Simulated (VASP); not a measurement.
A run of VASP 6.6.1 is set up as follows.

INCAR

```
SYSTEM = LiAuBr2
ALGO = Normal
EDIFF = 1E-6
EDIFFG = -0.001
ENCUT = 600
GGA = PS
IBRION = 2
ISIF = 3
ISMEAR = 0
LASPH = .True.
LCHARG = .False.
LREAL = .False.
LWAVE = .False.
NELM = 100
NSW = 80
PREC = Accurate
SIGMA = 0.01
```

KPOINTS

```
k-points
0
Gamma
  9 9 9
  0 0 0
```

File POSCAR:

```
LiAuBr2
1.0
    2.0207168877      1.1666614391      6.1628203039
   -2.0207168877      1.1666614391      6.1628203039
    0.0000000000     -2.3333228781      6.1628203039
Li Au Br
1 1 2
Direct
    0.5000000000      0.5000000000      0.5000000000
    0.0000000000      0.0000000000      0.0000000000
    0.7527361001      0.7527361001      0.7527361001
    0.2472638999      0.2472638999      0.2472638999
```

Potentials or basis: VASP PAW PBE potentials, release 64 (Li_sv, Au, Br).

Run with:

```bash
$ cat potpaw_PBE.64/Li_sv/POTCAR potpaw_PBE.64/Au/POTCAR potpaw_PBE.64/Br/POTCAR > POTCAR
$ mpirun -np 1 vasp_std > vasp.out
```

Task: Estimate the band gap on the k mesh.

Result: 0.80 eV (least direct gap 1.13 eV).

Task: Estimate the relaxed volume.

Result: 21.80 Å³/atom.

Task: What does it give for the space group after relaxing (to 0.1 Å)?

Result: R-3m (No. 166).

Final structure:
```yaml
crystal:
  lattice:
    - [2.02086, 1.16675, 6.16352]
    - [-2.02086, 1.16675, 6.16352]
    - [0.00000, -2.33349, 6.16352]
  atoms:
    - { symbol: Li, position: [0.50000, 0.50000, 0.50000] }
    - { symbol: Au, position: [0.00000, 0.00000, 0.00000] }
    - { symbol: Br, position: [0.75269, 0.75269, 0.75269] }
    - { symbol: Br, position: [0.24731, 0.24731, 0.24731] }
```

Caveat: the cutoff is under 1.25 times the usual one of these potentials, so pressure, stress and relaxed cells hold a basis-set (Pulay) error; the PAW data sets were made with another functional, which shifts forces and pressure a little; spin-orbit coupling is left out, which moves the levels of the heavy elements. A k mesh can miss the band edges.
